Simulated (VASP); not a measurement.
TiSe: single point with r2SCAN

The system is TiSe.

```
CELL_PARAMETERS angstrom
3.57320 0.00000 0.00000
-1.78660 3.09449 0.00000
0.00000 0.00000 6.47900
ATOMIC_POSITIONS crystal
Ti 0.00000 0.00000 0.00000
Ti 0.00000 0.00000 0.50000
Se 0.33333 0.66667 0.25000
Se 0.66667 0.33333 0.75000
```

```json
{
  "Program": "VASP 6.6.1",
  "Task": "single point",
  "Functional": "r2SCAN",
  "Potentials or basis": "VASP PAW PBE potentials, release 64 (Ti_sv, Se)",
  "Cutoff": "520 eV",
  "k mesh": "6 × 6 × 4",
  "Occupations": "gaussian, width 0.1 eV",
  "Spin": "collinear spin",
  "Starting moments": "[0.74, 0.74, 0.0, 0.0] μB",
  "Dipole correction": "no",
  "Further INCAR settings": "ALGO = Normal; EDIFF = 1e-06; NBANDS = 30"
}
```

```json
{
 "Pressure": "-2.7 GPa",
 "Band gap on the k mesh": "zero (filled and empty bands overlap)",
 "Net moment": "0.00 μB per cell",
 "Valence electrons inside the program's atomic spheres": "Ti 10.20; Se 4.01"
}
```

Stress tensor (GPa, compression positive):
```
-4.74  0.00  0.00
 0.00 -4.74  0.00
 0.00  0.00  1.35
```

Levels at points of the mesh, in eV from the Fermi level:
Spin up:
```
           k point  band 14  band 15  band 16  band 17  band 18  band 19  band 20  band 21  band 22  band 23
(0.00, 0.00, 0.00)    -2.90    -1.87    -1.87    -1.80    -0.31    -0.31    -0.29    -0.29     1.10     1.10
(0.50, 0.00, 0.00)    -5.19    -4.52    -3.52    -1.84    -0.42     0.68     1.20     1.41     1.43     1.88
(0.00, 0.00, 0.50)    -3.39    -3.39    -3.39     0.11     0.11     0.17     0.17     0.17     0.17     2.21
(0.50, 0.00, 0.50)    -4.92    -4.09    -4.09    -1.02    -1.02     1.30     1.30     1.48     1.48     1.96
```
Spin down:
| k point | band 16 | band 17 | band 18 | band 19 | band 20 | band 21 |
| --- | --- | --- | --- | --- | --- | --- |
| (0.00, 0.00, 0.00) | -1.87 | -1.80 | -0.31 | -0.31 | -0.29 | -0.29 |
| (0.50, 0.00, 0.00) | -3.52 | -1.84 | -0.42 | 0.68 | 1.20 | 1.41 |
| (0.00, 0.00, 0.50) | -3.39 | 0.11 | 0.11 | 0.17 | 0.17 | 0.17 |
| (0.50, 0.00, 0.50) | -4.09 | -1.02 | -1.02 | 1.30 | 1.30 | 1.48 |

It took 10 min on 1 thread of AMD EPYC 7R13 (shared host), peak memory 0.24 GiB.

Caveat: the PAW data sets were made with another functional, which shifts forces and pressure a little.
